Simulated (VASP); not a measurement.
# ZnO (P6_3mc) in VASP: a series of runs

Aim: see how the results for ZnO move with the level of theory and the settings. Levels: PBE, PBEsol, RPBE+D3(BJ). Tasks: single point.

All numbers are computed with VASP 6.6.1; they aren't measurements. Logs are shortened: lines on timing, memory, paths and dates and some standing lists are left out, and cuts for length are marked.

**Experimental background.**

From “Electronic structure of alkaline earth and post-transition metal oxides”, 2009, arxiv:0908.1581, for a bulk crystal of ZnO: band gap 3.37 eV.

The runs below are set against these values where they give the same quantity.

**1. The cell of the first run**

Symmetry: P6_3mc, No. 186, hexagonal system. The conventional cell has a = 3.249 Å, b = 3.249 Å, c = 5.206 Å, α = 90.00°, β = 90.00°, γ = 120.00°. Zn (site symmetry 3m) has 4 O at 1.97 to 1.98 Å within 2.6 Å. O (site symmetry 3m) has 4 Zn at 1.97 to 1.98 Å within 2.6 Å.

**2. Single point, PBE**

INCAR

```
PREC = Accurate ; ENCUT = 1340
EDIFF = 1E-6 ; ISMEAR = 0
SIGMA = 0.1 ; LREAL = False
LASPH = True ; NELM = 120
ALGO = Normal ; ISIF = 2
LWAVE = False ; LCHARG = False
GGA = PE ; NBANDS = 26
GGA_COMPAT = False
```

KPOINTS

```
regular mesh
0
Gamma
  9 9 5
```

POSCAR

```
ZnO
1.0
    3.2493080000      0.0000000000      0.0000000000
   -1.6246540000      2.8139832727      0.0000000000
    0.0000000000      0.0000000000      5.2057090000
Zn O
2 2
Direct
    0.6666666667      0.3333333333      0.0000000000
    0.3333333333      0.6666666667      0.5000000000
    0.3333333333      0.6666666667      0.8790100000
    0.6666666667      0.3333333333      0.3790100000
```

Potentials or basis: VASP PAW PBE potentials, release 64 (Zn, O_h).

On the command line:

```bash
$ cat potpaw_PBE.64/Zn/POTCAR potpaw_PBE.64/O_h/POTCAR > POTCAR
$ mpirun -np 1 vasp_std > vasp.out
```

OUTCAR:

```text
PREC = Accurate
   ENCUT = 1340
   EDIFF = 1E-6
   ISMEAR = 0
   LREAL = False
   LASPH = True
   NELM = 120
   ISIF = 2
   GGA = PE

 ion  position               nearest neighbor table
   1  0.667  0.333  0.000-   4 1.97   3 1.98   3 1.98   3 1.98
   2  0.333  0.667  0.500-   3 1.97   4 1.98   4 1.98   4 1.98
   3  0.333  0.667  0.879-   2 1.97   1 1.98   1 1.98   1 1.98
   4  0.667  0.333  0.379-   1 1.97   2 1.98   2 1.98   2 1.98

  LATTYP: Found a hexagonal cell.
 ALAT       =     3.2493080000
 C/A-ratio  =     1.6020977390

  Lattice vectors:

 A1 = (   3.2493080000,   0.0000000000,   0.0000000000)
 A2 = (  -1.6246540000,   2.8139832727,   0.0000000000)
 A3 = (   0.0000000000,   0.0000000000,   5.2057090000)

Analysis of symmetry for initial positions (statically):
=====================================================================
 Subroutine PRICEL returns:
 Original cell was already a primitive cell.

 Routine SETGRP: Setting up the symmetry group for a
 hexagonal supercell.

 Subroutine GETGRP returns: Found 12 space group operations
 (whereof  6 operations were pure point group operations)
 out of a pool of 24 trial point group operations.

The static configuration has the point symmetry C_3v.
 The point group associated with its full space group is C_6v.

Analysis of symmetry for dynamics (positions and initial velocities):
=====================================================================
 Subroutine PRICEL returns:
 Original cell was already a primitive cell.

 Routine SETGRP: Setting up the symmetry group for a
 hexagonal supercell.

 Subroutine GETGRP returns: Found 12 space group operations
 (whereof  6 operations were pure point group operations)
 out of a pool of 24 trial point group operations.

The dynamic configuration has the point symmetry C_3v.
 The point group associated with its full space group is C_6v.

 Subroutine INISYM returns: Found 12 space group operations
 (whereof  6 operations are pure point group operations),
 and found     1 'primitive' translations

----------------------------------------------------------------------------------------

                                     Primitive cell

  volume of cell :      47.5984

  direct lattice vectors                    reciprocal lattice vectors
     3.249308000  0.000000000  0.000000000     0.307757836  0.177684070  0.000000000
[... 90 lines left out ...]
   EDIFF  = 0.1E-05   stopping-criterion for ELM
   LREAL  =      F    real-space projection
   EDIFFG = 0.1E-04   stopping-criterion for IOM
   NSW    =      0    number of steps for IOM
   IBRION =     -1    ionic relax: 0-MD 1-quasi-New 2-CG
   NFREE  =      0    steps in history (QN), initial steepest desc. (CG)
   ISIF   =      2    stress and relaxation
   ISYM   =      2    0-nonsym 1-usesym 2-fastsym
   POTIM  = 0.5000    time-step for ionic-motion
   TEBEG  =    0.0;   TEEND  =   0.0 temperature during run
   PSTRESS=    0.0 pullay stress
   NELECT =      36.0000    total number of electrons
   NUPDOWN=      -1.0000    fix difference up-down
   EMIN   =  10.00;   EMAX   =-10.00  energy-range for DOS
   EFERMI =   0.00;   METHOD = LEGACY
   ISMEAR =     0;   SIGMA  =   0.10  broadening in eV -4-tet -1-fermi 0-gaus
   EFERMI_NEDOS =   21; number of points for ismear=-14 and -15
   IALGO  =     38    algorithm
   IMIX   =      4    mixing-type and parameters
     AMIX     =   0.40;   BMIX     =  1.00
     AMIX_MAG =   1.60;   BMIX_MAG =  1.00
  volume/ion in A,a.u.               =      11.90        80.30
  Fermi-wavevector in a.u.,A,eV,Ry     =   1.491574  2.818667 30.270160  2.224794
  Thomas-Fermi vector in A             =   2.604212
   LORBIT       =      0    0 simple, 1 ext, 2 COOP (PROOUT), +10 PAW based schemes
   GGA     = PE    functional components
   LHFCALC =     F    Hartree Fock is set to
   AEXX    =    0.0000 exact exchange contribution
   IVDW    =     0    specifies the selected vdW correction
   LEPSILON=     F    determine dielectric tensor
   LRPA    =     F    only Hartree local field effects (RPA)
 non-spin polarized calculation
 Gauss-broadening in eV      SIGMA  =   0.10
  energy-cutoff  :     1340.00
  volume of cell :       47.60
 maximum number of plane-waves:      5335
 NGX is ok and might be reduce to    40
   NGX = 19   NGY = 19   NGZ = 31

 number of electron      36.0000001 magnetization

 Free energy of the ion-electron system (eV)
  ---------------------------------------------------
  ext. energy  EPLUGINS =         0.00000000
  ---------------------------------------------------
  free energy    TOTEN  =       -17.83716429 eV

  energy without entropy =      -17.83716429  energy(sigma->0) =      -17.83716429

 E-fermi :   1.9169     XC(G=0): -10.9144

 val. band max:        1.5214896738   @ k =   0.0000   0.0000   0.0000
 cond. band min:       2.3138217275   @ k =   0.0000   0.0000   0.0000
 fundamental gap:      0.7923320537
 Fermi energy:         1.9168689300

 k-point     1 :       0.0000    0.0000    0.0000
  band No.  band energies     occupation
      1     -16.5644      2.00000
      2     -15.8333      2.00000
      3      -4.1652      2.00000
      4      -4.1652      2.00000
      5      -4.1257      2.00000
      6      -4.1041      2.00000
[... 685 lines left out ...]
     25      15.0749      0.00000
     26      16.1102      0.00000

 [... further k-points ...]

------------------------ aborting loop because EDIFF is reached ----------------------------------------

  FORCE on cell =-STRESS in cart. coord.  units (eV):
  Direction    XX          YY          ZZ          XY          YZ          ZX
  --------------------------------------------------------------------------------------
  -------------------------------------------------------------------------------------
  Total        1.5578210      1.5578210      2.0754915      0.0000000      0.0000000      0.0000000
  in kB       52.4367617     52.4367617     69.8617176      0.0000000      0.0000000      0.0000000
  external PRESSURE =      58.2450803 kB  Pullay stress =       0.0000000 kB

 VOLUME and BASIS-vectors are now :
 -----------------------------------------------------------------------------
  energy-cutoff  :     1340.00
  volume of cell :       47.60
      direct lattice vectors                 reciprocal lattice vectors
     3.249308000  0.000000000  0.000000000     0.307757836  0.177684070  0.000000000
    -1.624654000  2.813983273  0.000000000     0.000000000  0.355368139  0.000000000
     0.000000000  0.000000000  5.205709000     0.000000000  0.000000000  0.192096792

 POSITION                                       TOTAL-FORCE (eV/Angst)
 -----------------------------------------------------------------------------------
      1.62465      0.93799      0.00000         0.000000     -0.000000     -0.073507
     -0.00000      1.87599      2.60285         0.000000      0.000000     -0.073507
     -0.00000      1.87599      4.57587         0.000000      0.000000      0.073507
      1.62465      0.93799      1.97302        -0.000000     -0.000000      0.073507
 -----------------------------------------------------------------------------------
    total drift:                                0.000000     -0.000000     -0.000049

  FREE ENERGIE OF THE ION-ELECTRON SYSTEM (eV)
  ---------------------------------------------------
  free  energy   TOTEN  =       -17.8371642911 eV

  energy  without entropy=      -17.8371642910  energy(sigma->0) =      -17.83716429
```

OSZICAR:

```text
N       E                     dE             d eps       ncg     rms          rms(c)
DAV:   1     0.443538278108E+03    0.44354E+03   -0.31250E+04  1896   0.378E+03
DAV:   2     0.582524463336E+02   -0.38529E+03   -0.36255E+03  1920   0.665E+02
DAV:   3    -0.166796368809E+02   -0.74932E+02   -0.71340E+02  2206   0.217E+02
DAV:   4    -0.210116921448E+02   -0.43321E+01   -0.42892E+01  2074   0.573E+01
DAV:   5    -0.210562130172E+02   -0.44521E-01   -0.44481E-01  2108   0.584E+00    0.149E+01
DAV:   6    -0.176429978780E+02    0.34132E+01   -0.60231E+00  3076   0.609E+01    0.891E+00
DAV:   7    -0.178844807367E+02   -0.24148E+00   -0.31784E+00  2144   0.172E+01    0.549E+00
DAV:   8    -0.178836774747E+02    0.80326E-03   -0.54445E-01  2550   0.729E+00    0.186E+00
DAV:   9    -0.178352367651E+02    0.48441E-01   -0.98745E-02  2654   0.593E+00    0.450E-01
DAV:  10    -0.178369498249E+02   -0.17131E-02   -0.43763E-02  1896   0.174E+00    0.118E-01
DAV:  11    -0.178371866945E+02   -0.23687E-03   -0.17135E-03  2260   0.884E-01    0.474E-02
DAV:  12    -0.178371533822E+02    0.33312E-04   -0.36887E-04  2274   0.583E-01    0.992E-03
DAV:  13    -0.178371695658E+02   -0.16184E-04   -0.55141E-05  1958   0.641E-02    0.226E-02
DAV:  14    -0.178371644526E+02    0.51132E-05   -0.11112E-05  2150   0.332E-02    0.445E-03
DAV:  15    -0.178371642911E+02    0.16154E-06   -0.15123E-06  1594   0.110E-02
   1 F= -.17837164E+02 E0= -.17837164E+02  d E =-.655128E-10
```

stdout:

```text
POSCAR found type information on POSCAR ZnO
 POSCAR found :  2 types and       4 ions
 scaLAPACK will be used
 LDA part: xc-table for (Slater+PW92), standard interpolation
 POSCAR, INCAR and KPOINTS ok, starting setup
 FFT: planning ... GRIDC
 FFT: planning ... GRID_SOFT
 FFT: planning ... GRID
 WAVECAR not read
 entering main loop
```

Wall time 86 s (1 thread of Intel Xeon 6975P-C (Granite Rapids), shared host); peak memory 0.39 GiB.

Results:

```
Free energy            : -17.8372 eV
Pressure               : 5.8 GPa
Largest force          : 0.074 eV/Å
Band gap on the k mesh : 0.79 eV
```

Forces on the atoms (eV/Å):
```
Zn   0.000  0.000 -0.074
Zn   0.000  0.000 -0.074
O    0.000  0.000  0.074
O    0.000  0.000  0.074
```

Caveat: the cell stands under pressure; semilocal functionals underestimate gaps, and a narrow one can read as zero. As with any semilocal functional, this PBE gap is likely too small.

**3. Single point, PBEsol**

INCAR

```
SYSTEM = ZnO
ALGO = Normal ; EDIFF = 1E-6
ENCUT = 1340 ; GGA = PS
GGA_COMPAT = .False. ; ISIF = 2
ISMEAR = 0 ; LASPH = .True.
LCHARG = .True. ; LELF = .True.
LREAL = .False. ; LVHAR = .True.
LWAVE = .False. ; NBANDS = 26
NELM = 120 ; PREC = Accurate
SIGMA = 0.1
```

KPOINTS

```
k-points
0
Gamma
  9 9 5
  0 0 0
```

POSCAR is that of step 2.

Potentials or basis: VASP PAW PBE potentials, release 64 (Zn, O_h).

On the command line:

```bash
$ cat potpaw_PBE.64/Zn/POTCAR potpaw_PBE.64/O_h/POTCAR > POTCAR
$ mpirun -np 1 vasp_std > vasp.out
```

OUTCAR:

```text
SYSTEM = ZnO
   EDIFF = 1E-6
   ENCUT = 1340
   GGA = PS
   ISIF = 2
   ISMEAR = 0
   LASPH = .True.
   LREAL = .False.
   NELM = 120
   PREC = Accurate

 ion  position               nearest neighbor table
   1  0.667  0.333  0.000-   4 1.97   3 1.98   3 1.98   3 1.98
   2  0.333  0.667  0.500-   3 1.97   4 1.98   4 1.98   4 1.98
   3  0.333  0.667  0.879-   2 1.97   1 1.98   1 1.98   1 1.98
   4  0.667  0.333  0.379-   1 1.97   2 1.98   2 1.98   2 1.98

  LATTYP: Found a hexagonal cell.
 ALAT       =     3.2493080000
 C/A-ratio  =     1.6020977390

  Lattice vectors:

 A1 = (   3.2493080000,   0.0000000000,   0.0000000000)
 A2 = (  -1.6246540000,   2.8139832727,   0.0000000000)
 A3 = (   0.0000000000,   0.0000000000,   5.2057090000)

Analysis of symmetry for initial positions (statically):
=====================================================================
 Subroutine PRICEL returns:
 Original cell was already a primitive cell.

 Routine SETGRP: Setting up the symmetry group for a
 hexagonal supercell.

 Subroutine GETGRP returns: Found 12 space group operations
 (whereof  6 operations were pure point group operations)
 out of a pool of 24 trial point group operations.

The static configuration has the point symmetry C_3v.
 The point group associated with its full space group is C_6v.

Analysis of symmetry for dynamics (positions and initial velocities):
=====================================================================
 Subroutine PRICEL returns:
 Original cell was already a primitive cell.

 Routine SETGRP: Setting up the symmetry group for a
 hexagonal supercell.

 Subroutine GETGRP returns: Found 12 space group operations
 (whereof  6 operations were pure point group operations)
 out of a pool of 24 trial point group operations.
[... 121 lines left out ...]
   ISMEAR =     0;   SIGMA  =   0.10  broadening in eV -4-tet -1-fermi 0-gaus
   EFERMI_NEDOS =   21; number of points for ismear=-14 and -15
   IALGO  =     38    algorithm
   IMIX   =      4    mixing-type and parameters
     AMIX     =   0.40;   BMIX     =  1.00
     AMIX_MAG =   1.60;   BMIX_MAG =  1.00
  volume/ion in A,a.u.               =      11.90        80.30
  Fermi-wavevector in a.u.,A,eV,Ry     =   1.491574  2.818667 30.270160  2.224794
  Thomas-Fermi vector in A             =   2.604212
   LORBIT       =      0    0 simple, 1 ext, 2 COOP (PROOUT), +10 PAW based schemes
   GGA     = PS    functional components
   LHFCALC =     F    Hartree Fock is set to
   AEXX    =    0.0000 exact exchange contribution
   IVDW    =     0    specifies the selected vdW correction
   LEPSILON=     F    determine dielectric tensor
   LRPA    =     F    only Hartree local field effects (RPA)
 non-spin polarized calculation
 Gauss-broadening in eV      SIGMA  =   0.10
  energy-cutoff  :     1340.00
  volume of cell :       47.60
 maximum number of plane-waves:      5335
 NGX is ok and might be reduce to    40
   NGX = 19   NGY = 19   NGZ = 31

 number of electron      36.0000001 magnetization

 Free energy of the ion-electron system (eV)
  ---------------------------------------------------
  ext. energy  EPLUGINS =         0.00000000
  ---------------------------------------------------
  free energy    TOTEN  =       -19.42307581 eV

  energy without entropy =      -19.42307580  energy(sigma->0) =      -19.42307580

 E-fermi :   1.7158     XC(G=0): -11.1894

 val. band max:        1.3669107298   @ k =   0.0000   0.0000   0.0000
 cond. band min:       2.0548300229   @ k =   0.0000   0.0000   0.0000
 fundamental gap:      0.6879192931
 Fermi energy:         1.7158209670

 k-point     1 :       0.0000    0.0000    0.0000
  band No.  band energies     occupation
      1     -16.6693      2.00000
      2     -15.9178      2.00000
      3      -4.3374      2.00000
      4      -4.3374      2.00000
      5      -4.3371      2.00000
      6      -4.2979      2.00000
[... 685 lines left out ...]
     25      14.7246      0.00000
     26      15.8492      0.00000

 [... further k-points ...]

------------------------ aborting loop because EDIFF is reached ----------------------------------------

  FORCE on cell =-STRESS in cart. coord.  units (eV):
  Direction    XX          YY          ZZ          XY          YZ          ZX
  --------------------------------------------------------------------------------------
  -------------------------------------------------------------------------------------
  Total       -0.3609221     -0.3609221      0.1444262      0.0000000      0.0000000      0.0000000
  in kB      -12.1487543    -12.1487543      4.8614331      0.0000000      0.0000000      0.0000000
  external PRESSURE =      -6.4786918 kB  Pullay stress =       0.0000000 kB

 VOLUME and BASIS-vectors are now :
 -----------------------------------------------------------------------------
  energy-cutoff  :     1340.00
  volume of cell :       47.60
      direct lattice vectors                 reciprocal lattice vectors
     3.249308000  0.000000000  0.000000000     0.307757836  0.177684070  0.000000000
    -1.624654000  2.813983273  0.000000000     0.000000000  0.355368139  0.000000000
     0.000000000  0.000000000  5.205709000     0.000000000  0.000000000  0.192096792

 POSITION                                       TOTAL-FORCE (eV/Angst)
 -----------------------------------------------------------------------------------
      1.62465      0.93799      0.00000        -0.000000      0.000000     -0.064699
     -0.00000      1.87599      2.60285        -0.000000      0.000000     -0.064699
     -0.00000      1.87599      4.57587        -0.000000     -0.000000      0.064699
      1.62465      0.93799      1.97302         0.000000      0.000000      0.064699
 -----------------------------------------------------------------------------------
    total drift:                                0.000000     -0.000000     -0.000066

  FREE ENERGIE OF THE ION-ELECTRON SYSTEM (eV)
  ---------------------------------------------------
  free  energy   TOTEN  =       -19.4230758060 eV

  energy  without entropy=      -19.4230758031  energy(sigma->0) =      -19.42307580
```

stdout:

```text
POSCAR found type information on POSCAR ZnO
 POSCAR found :  2 types and       4 ions
 scaLAPACK will be used
 -----------------------------------------------------------------------------
|                                                                             |
|                                                                             |
|     You enforced a specific xc type in the INCAR file but a different       |
|     I HOPE YOU KNOW WHAT YOU ARE DOING!                                     |
|                                                                             |
 -----------------------------------------------------------------------------

 LDA part: xc-table for (Slater+PW92), standard interpolation
 POSCAR, INCAR and KPOINTS ok, starting setup
 FFT: planning ... GRIDC
 FFT: planning ... GRID_SOFT
 FFT: planning ... GRID
 WAVECAR not read
 entering main loop
```

It took 80 s on 1 thread of Intel Xeon 6975P-C (Granite Rapids), shared host; peak memory 0.39 GiB.

Results:

```
Free energy            : -19.4231 eV
Pressure               : -0.6 GPa
Largest force          : 0.065 eV/Å
Band gap on the k mesh : 0.69 eV
```

Forces in eV/Å, atoms in the order of the input:
```
Zn   0.000  0.000 -0.065
Zn   0.000  0.000 -0.065
O    0.000  0.000  0.065
O    0.000  0.000  0.065
```

Stress tensor (GPa, compression positive):
```
-1.21  0.00  0.00
 0.00 -1.21  0.00
 0.00  0.00  0.49
```

Caveat: semilocal functionals underestimate gaps, and a narrow one can read as zero; the PAW data sets were made with another functional, which shifts forces and pressure a little.

[end of part 1 of 2]
